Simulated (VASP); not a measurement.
Wanted: the native input for a VASP 6.6.1 run.

- Task: relaxation of cell and atoms
- Functional: PBE
- Potentials or basis: VASP PAW PBE potentials, release 64 (Li_sv, Ta_pv, O)
- Cutoff: 600 eV
- k mesh: 6 × 6 × 6
- Occupations: gaussian, width 0.1 eV
- Spin: no spin polarisation
- Dipole correction: no
- Further INCAR settings: ALGO = Normal; EDIFF = 1e-07; IBRION = 2; EDIFFG = -0.04; NSW = 90; ISIF = 3

The structure of LiTaO2 lies in POSCAR:

```
LiTaO2
1.0
    1.9660896400     -3.7071260000      0.0000000000
    1.9660896400      3.7071260000      0.0000000000
    0.0000000000      0.0000000000      3.5847005100
Li Ta O
1 1 2
Direct
    0.0000000000      0.0000000000      0.0000000000
    0.5000000000      0.5000000000      0.0000000000
    0.7947657500      0.2052342500      0.0000000000
    0.2052342500      0.7947657500      0.0000000000
```

These files were run (other wordings do the same):

INCAR

```
SYSTEM = LiTaO2
  PREC = Accurate
  ENCUT = 600
  EDIFF = 1E-7
  ISMEAR = 0
  SIGMA = 0.1
  LREAL = .FALSE.
  LASPH = .TRUE.
  NELM = 60
  ALGO = Normal
  ISIF = 3
  LWAVE = .FALSE.
  LCHARG = .FALSE.
  GGA = PE
  IBRION = 2
  NSW = 90
  EDIFFG = -0.04
```

KPOINTS

```
Automatic mesh
0
G
  6 6 6
  0 0 0
```

Potentials or basis: VASP PAW PBE potentials, release 64 (Li_sv, Ta_pv, O).

The run is started by

```console
$ cat potpaw_PBE.64/Li_sv/POTCAR potpaw_PBE.64/Ta_pv/POTCAR potpaw_PBE.64/O/POTCAR > POTCAR
$ mpirun -np 1 vasp_std > vasp.out
```

It gave:

- Relaxed volume: 14.73 Å³/atom
- Relaxed cell: a = 4.528 Å, b = 4.528 Å, c = 2.960 Å, α = 90.00°, β = 90.00°, γ = 103.89°
- Space group after relaxing (to 0.05 Å): Cmmm (No. 65)
- Energy gained by relaxing: 1295.7 meV/atom
- Ionic steps: 19
- Pressure after relaxing: 0.0 GPa
- Largest force after relaxing: 0.011 eV/Å
- Band gap on the k mesh: zero (band 13 reaches 1.46 eV, above the bottom of band 14 at 1.43 eV)

Caveat: the cutoff is under 1.25 times the usual one of these potentials, so pressure, stress and relaxed cells hold a basis-set (Pulay) error; spin-orbit coupling is left out, which moves the levels of the heavy elements.

It took 11 min on 1 thread of Intel Xeon 6975P-C, on a shared host, peak memory 0.25 GiB.
